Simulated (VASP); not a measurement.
# Al12Pt in VASP: notebook

Al12Pt is run at these levels: PBEsol; tasks: single point, relaxation of the atoms.

Program: VASP 6.6.1. These are calculated values, not measurements. Logs are shortened: lines on timing, memory, paths and dates and some standing lists are left out, and cuts for length are marked.

### Step 1. The cell of the first run

The cell holds a slab with vacuum, 13 atoms: a = 5.728 Å, b = 5.728 Å, c = 16.677 Å, α = 90.00°, β = 90.00°, γ = 60.00°.

### Step 2. Single point, PBEsol

File INCAR:

```
SYSTEM = Al12Pt
PREC     = Accurate       ! precision mode
ENCUT    = 520            ! plane-wave cutoff, eV
EDIFF    = 1E-6           ! SCF threshold, eV
ISMEAR   = -1             ! smearing method
SIGMA    = 0.05           ! smearing width, eV
LREAL    = .False.        ! projectors in reciprocal space
LASPH    = .True.         ! aspherical terms in the spheres
NELM     = 60             ! most SCF steps
ALGO     = Normal         ! electronic algorithm
ISIF     = 2              ! what is computed and relaxed
LWAVE    = .False.        ! write WAVECAR
LCHARG   = .True.         ! write CHGCAR
GGA      = PS             ! functional
LELF     = .True.         ! ELF
LVHAR    = .True.       
NBANDS   = 35             ! bands
```

File KPOINTS:

```
Automatic mesh
0
Gamma
  3 3 1
  0 0 0
```

File POSCAR:

```
Al12Pt
1.0
    5.7275650000      0.0000000000      0.0000000000
    2.8637820000      4.9602170000      0.0000000000
    0.0000000000      0.0000000000     16.6765370000
Al Pt
12 1
Direct
    0.1666667000      0.1666667000      0.0599645000
    0.6666667000      0.1666667000      0.0599645000
    0.1666667000      0.6666667000      0.0599645000
    0.6666667000      0.6666667000      0.0599645000
   -0.1667269344      0.3333665596      0.1982375352
    0.3341870181      0.3317580036      0.1994675817
   -0.1681617185      0.8340778557      0.1993446513
    0.3341867248      0.8340483378      0.1994626462
   -0.0125198417      0.0251374776      0.3375266317
    0.5001662801     -0.0000880280      0.3379933921
   -0.0125129467      0.4873923449      0.3375337989
    0.5248582202      0.4875717649      0.3377405007
    0.1659808009      0.6670301190      0.4307078531
```

Potentials or basis: VASP PAW PBE potentials, release 64 (Al, Pt).

Launch:

```
> cat potpaw_PBE.64/Al/POTCAR potpaw_PBE.64/Pt/POTCAR > POTCAR
> mpirun -np 1 vasp_std > vasp.out
```

OUTCAR:

```text
SYSTEM = Al12Pt
   PREC = Accurate
   ENCUT = 520
   EDIFF = 1E-6
   ISMEAR = -1
   LREAL = .False.
   LASPH = .True.
   NELM = 60
   ISIF = 2
   GGA = PS

 ion  position               nearest neighbor table
   1  0.167  0.167  0.060-   5 2.84   8 2.85   6 2.85   3 2.86   3 2.86   2 2.86   2 2.86   4 2.86
                             4 2.86
   2  0.667  0.167  0.060-   5 2.84   7 2.85   6 2.85   4 2.86   4 2.86   1 2.86   1 2.86   3 2.86
                             3 2.86
   3  0.167  0.667  0.060-   7 2.86   8 2.86   6 2.86   1 2.86   1 2.86   4 2.86   4 2.86   2 2.86
                             2 2.86
   4  0.667  0.667  0.060-   5 2.84   7 2.85   8 2.85   2 2.86   2 2.86   3 2.86   3 2.86   1 2.86
                             1 2.86
   5  0.833  0.333  0.198-   9 2.78  11 2.78  12 2.78   4 2.84   2 2.84   1 2.84   8 2.86   6 2.86
                             7 2.86   7 2.86   6 2.86   8 2.86
   6  0.334  0.332  0.199-  10 2.84   7 2.85   8 2.85   2 2.85   1 2.85   3 2.86   5 2.86   5 2.86
                            11 2.88   8 2.88   7 2.88  12 2.88
   7  0.832  0.834  0.199-  10 2.84   4 2.85   2 2.85   6 2.85   8 2.85   3 2.86   5 2.86   5 2.86
                             9 2.88   8 2.88   6 2.88  11 2.88
   8  0.334  0.834  0.199-  10 2.84   7 2.85   6 2.85   4 2.85   1 2.85   3 2.86   5 2.86   5 2.86
                             9 2.88   6 2.88   7 2.88  12 2.88
   9  0.987  0.025  0.338-  13 2.36  11 2.65  12 2.65   5 2.78  10 2.87  10 2.87   8 2.88   7 2.88
                            12 3.08  11 3.08
  10  0.500  1.000  0.338-   6 2.84   8 2.84   7 2.84  11 2.87   9 2.87  12 2.87  12 2.87   9 2.87
                            11 2.87
  11  0.987  0.487  0.338-  13 2.36   9 2.65  12 2.65   5 2.78  10 2.87  10 2.87   6 2.88   7 2.88
                            12 3.08   9 3.08
  12  0.525  0.488  0.338-  13 2.36   9 2.65  11 2.65   5 2.78  10 2.87  10 2.87   6 2.88   8 2.88
                            11 3.08   9 3.08
  13  0.166  0.667  0.431-   9 2.36  11 2.36  12 2.36

  LATTYP: Found a hexagonal cell.
 ALAT       =     5.7275649303
 C/A-ratio  =     2.9116277516

  Lattice vectors:

 A1 = (  -2.8637820000,  -4.9602170000,   0.0000000000)
 A2 = (   5.7275650000,   0.0000000000,   0.0000000000)
 A3 = (   0.0000000000,   0.0000000000,  16.6765370000)

Analysis of symmetry for initial positions (statically):
=====================================================================
 Subroutine PRICEL returns:
 Original cell was already a primitive cell.

 Routine SETGRP: Setting up the symmetry group for a
 hexagonal supercell.

 Subroutine GETGRP returns: Found  1 space group operations
 (whereof  1 operations were pure point group operations)
 out of a pool of 24 trial point group operations.

The static configuration has the point symmetry C_1 .

Analysis of symmetry for dynamics (positions and initial velocities):
=====================================================================
 Subroutine PRICEL returns:
 Original cell was already a primitive cell.

 Routine SETGRP: Setting up the symmetry group for a
 hexagonal supercell.

 Subroutine GETGRP returns: Found  1 space group operations
 (whereof  1 operations were pure point group operations)
 out of a pool of 24 trial point group operations.

The dynamic configuration has the point symmetry C_1 .

 Subroutine INISYM returns: Found  1 space group operations
 (whereof  1 operations are pure point group operations),
 and found     1 'primitive' translations

----------------------------------------------------------------------------------------

                                     Primitive cell

  volume of cell :     473.7798

  direct lattice vectors                    reciprocal lattice vectors
     5.727565000  0.000000000  0.000000000     0.174594265 -0.100802024  0.000000000
     2.863782000  4.960217000  0.000000000     0.000000000  0.201604083  0.000000000
     0.000000000  0.000000000 16.676537000     0.000000000  0.000000000  0.059964488

  length of vectors
     5.727565000  5.727564930 16.676537000     0.201604081  0.201604083  0.059964488

[... 30 lines left out ...]

----------------------------------------------------------------------------------------

 KPOINTS: Automatic mesh

Automatic generation of k-mesh.
 Grid dimensions read from file:
 generate k-points for:    3    3    1

 Generating k-lattice:

  Cartesian coordinates                     Fractional coordinates (reciprocal lattice)
     0.058198088 -0.033600675  0.000000000     0.333333333  0.000000000  0.000000000
     0.000000000  0.067201361  0.000000000     0.000000000  0.333333333  0.000000000
     0.000000000  0.000000000  0.059964488     0.000000000  0.000000000  1.000000000

  Length of vectors
     0.067201360  0.067201361  0.059964488

  Shift w.r.t. Gamma in fractional coordinates (k-lattice)
     0.000000000  0.000000000  0.000000000

 Subroutine IBZKPT returns following result:
 ===========================================

 Found      5 irreducible k-points:

 Following reciprocal coordinates:
            Coordinates               Weight
  0.000000  0.000000  0.000000      1.000000
  0.333333  0.000000  0.000000      2.000000
  0.333333  0.333333  0.000000      2.000000
  0.000000  0.333333  0.000000      2.000000
 -0.333333  0.333333  0.000000      2.000000
   k-points           NKPTS =      5   k-points in BZ     NKDIM =      5   number of bands    NBANDS=     35
   number of dos      NEDOS =    301   number of ions     NIONS =     13
   total plane-waves  NPLWV = 290304
   dimension x,y,z NGX =    48 NGY =   48 NGZ =  126
   dimension x,y,z NGXF=    96 NGYF=   96 NGZF=  252
   ions per type =              12   1
   NGX,Y,Z   is equivalent  to a cutoff of  13.93, 13.93, 12.56 a.u.
   NGXF,Y,Z  is equivalent  to a cutoff of  27.86, 27.86, 25.12 a.u.
 SYSTEM =  Al12Pt
   PREC   = accura    normal or accurate (medium, high low for compatibility)
   ISTART =      0    job   : 0-new  1-cont  2-samecut
   ICHARG =      2    charge: 1-file 2-atom 10-const
   ISPIN  =      1    spin polarized calculation?
   LNONCOLLINEAR =      F non collinear calculations
   LSORBIT =      F    spin-orbit coupling
   LASPH  =      T    aspherical Exc in radial PAW
   ENCUT  =  520.0 eV  38.22 Ry    6.18 a.u.  10.65 10.65 31.01*2*pi/ulx,y,z
   NELM   =     60;   NELMIN=  2; NELMDL= -5     # of ELM steps
   EDIFF  = 0.1E-05   stopping-criterion for ELM
   LREAL  =      F    real-space projection
   EDIFFG = 0.1E-04   stopping-criterion for IOM
   NSW    =      0    number of steps for IOM
   IBRION =     -1    ionic relax: 0-MD 1-quasi-New 2-CG
   NFREE  =      0    steps in history (QN), initial steepest desc. (CG)
   ISIF   =      2    stress and relaxation
   ISYM   =      2    0-nonsym 1-usesym 2-fastsym
   POTIM  = 0.5000    time-step for ionic-motion
   TEBEG  =    0.0;   TEEND  =   0.0 temperature during run
   PSTRESS=    0.0 pullay stress
   NELECT =      46.0000    total number of electrons
   NUPDOWN=      -1.0000    fix difference up-down
   EMIN   =  10.00;   EMAX   =-10.00  energy-range for DOS
   EFERMI =   0.00;   METHOD = LEGACY
   ISMEAR =    -1;   SIGMA  =   0.05  broadening in eV -4-tet -1-fermi 0-gaus
   EFERMI_NEDOS =   21; number of points for ismear=-14 and -15
   IALGO  =     38    algorithm
   IMIX   =      4    mixing-type and parameters
     AMIX     =   0.40;   BMIX     =  1.00
     AMIX_MAG =   1.60;   BMIX_MAG =  1.00
  volume/ion in A,a.u.               =      36.44       245.94
  Fermi-wavevector in a.u.,A,eV,Ry     =   0.752434  1.421895  7.703039  0.566157
  Thomas-Fermi vector in A             =   1.849644
   LORBIT       =      0    0 simple, 1 ext, 2 COOP (PROOUT), +10 PAW based schemes
   GGA     = PS    functional components
   LHFCALC =     F    Hartree Fock is set to
   AEXX    =    0.0000 exact exchange contribution
   IVDW    =     0    specifies the selected vdW correction
   LEPSILON=     F    determine dielectric tensor
   LRPA    =     F    only Hartree local field effects (RPA)
 non-spin polarized calculation
  energy-cutoff  :      520.00
  volume of cell :      473.78
 maximum number of plane-waves:     12795
 NGX is ok and might be reduce to    42
   NGX = 21   NGY = 21   NGZ = 63

 number of electron      46.0000000 magnetization

 Free energy of the ion-electron system (eV)
  ---------------------------------------------------
  ext. energy  EPLUGINS =         0.00000000
  ---------------------------------------------------
  free energy    TOTEN  =       -53.08380106 eV

  energy without entropy =      -52.99217699  energy(sigma->0) =      -53.03798903

 E-fermi :   1.4089     XC(G=0):  -5.7762

 val. band max:        1.3961911847   @ k =   0.3333   0.0000   0.0000
 cond. band min:       1.4838874061   @ k =   0.3333   0.3333   0.0000
 fundamental gap:      0.0876962214
 Fermi energy:         1.4088547154

 k-point     1 :       0.0000    0.0000    0.0000
  band No.  band energies     occupation
      1      -9.0924      2.00000
      2      -7.4607      2.00000
      3      -4.9848      2.00000
      4      -3.4807      2.00000
      5      -3.4480      2.00000
      6      -3.4466      2.00000
[... 179 lines left out ...]
     34       4.6682      0.00000
     35       4.7219      0.00000

------------------------ aborting loop because EDIFF is reached ----------------------------------------

  FORCE on cell =-STRESS in cart. coord.  units (eV):
  Direction    XX          YY          ZZ          XY          YZ          ZX
  --------------------------------------------------------------------------------------
  -------------------------------------------------------------------------------------
  Total       -2.6140779     -2.5926523      0.0840339      0.0173140     -0.0033426      0.0053657
  in kB       -8.8400055     -8.7675506      0.2841768      0.0585507     -0.0113036      0.0181450
  external PRESSURE =      -5.7744598 kB  Pullay stress =       0.0000000 kB

 VOLUME and BASIS-vectors are now :
 -----------------------------------------------------------------------------
  energy-cutoff  :      520.00
  volume of cell :      473.78
      direct lattice vectors                 reciprocal lattice vectors
     5.727565000  0.000000000  0.000000000     0.174594265 -0.100802024  0.000000000
     2.863782000  4.960217000  0.000000000     0.000000000  0.201604083  0.000000000
     0.000000000  0.000000000 16.676537000     0.000000000  0.000000000  0.059964488

 POSITION                                       TOTAL-FORCE (eV/Angst)
 -----------------------------------------------------------------------------------
      1.43189      0.82670      1.00000         0.033017     -0.019078     -0.074994
      4.29567      0.82670      1.00000        -0.032969     -0.019313     -0.076362
      2.86378      3.30681      1.00000        -0.000203      0.000123      0.210905
      5.72756      3.30681      1.00000         0.000227      0.038219     -0.076441
      5.72731      1.65357      3.30592        -0.000529      0.000279     -0.002803
      2.86416      1.64559      3.32643        -0.000640      0.001957     -0.001863
      7.15302      4.13721      3.32438         0.001874     -0.001017      0.001795
      4.30261      4.13706      3.32635        -0.002019     -0.000361     -0.001703
      5.72785      0.12469      5.62878        -0.000091      0.003899      0.003246
      5.72826      4.95978      5.63656        -0.001546      0.001019      0.006184
      7.05168      2.41757      5.62889        -0.003521     -0.001966      0.003110
      4.40246      2.41846      5.63234         0.004643     -0.002714     -0.000464
      2.86089      3.30861      7.18272         0.001757     -0.001047      0.009389
 -----------------------------------------------------------------------------------
    total drift:                                0.000022     -0.000014     -0.000370

  FREE ENERGIE OF THE ION-ELECTRON SYSTEM (eV)
  ---------------------------------------------------
  free  energy   TOTEN  =       -53.0838010598 eV

  energy  without entropy=      -52.9921769942  energy(sigma->0) =      -53.03798903
```

Run time: 2 min. Hardware: 1 thread of AMD EPYC 9R45 (Zen 5), shared host; peak memory 0.59 GiB.

Results:

- Free energy: -53.0838 eV
- Largest force: 0.211 eV/Å
- Band gap on the k mesh: zero (bands 23 and 24 overlap by 0.05 eV)

Forces in eV/Å, atoms in the order of the input:
```
Al   0.033 -0.019 -0.075
Al  -0.033 -0.019 -0.076
Al   0.000  0.000  0.211
Al   0.000  0.038 -0.076
Al  -0.001  0.000 -0.003
Al  -0.001  0.002 -0.002
Al   0.002 -0.001  0.002
Al  -0.002  0.000 -0.002
Al   0.000  0.004  0.003
Al  -0.002  0.001  0.006
Al  -0.004 -0.002  0.003
Al   0.005 -0.003  0.000
Pt   0.002 -0.001  0.009
```

Levels at points of the mesh, in eV from the Fermi level:
| k point | band 19 | band 20 | band 21 | band 22 | band 23 | band 24 | band 25 | band 26 | band 27 | band 28 |
| --- | --- | --- | --- | --- | --- | --- | --- | --- | --- | --- |
| (0.00, 0.00, 0.00) | -2.18 | -2.18 | -1.91 | -0.82 | -0.28 | -0.06 | -0.06 | 0.28 | 0.28 | 0.45 |

Caveat: the k points lie up to 0.42 Å⁻¹ apart; the PAW data sets were made with another functional, which shifts forces and pressure a little; spin-orbit coupling is left out, which moves the levels of the heavy elements.

(Part 1 of 2 ends here.)
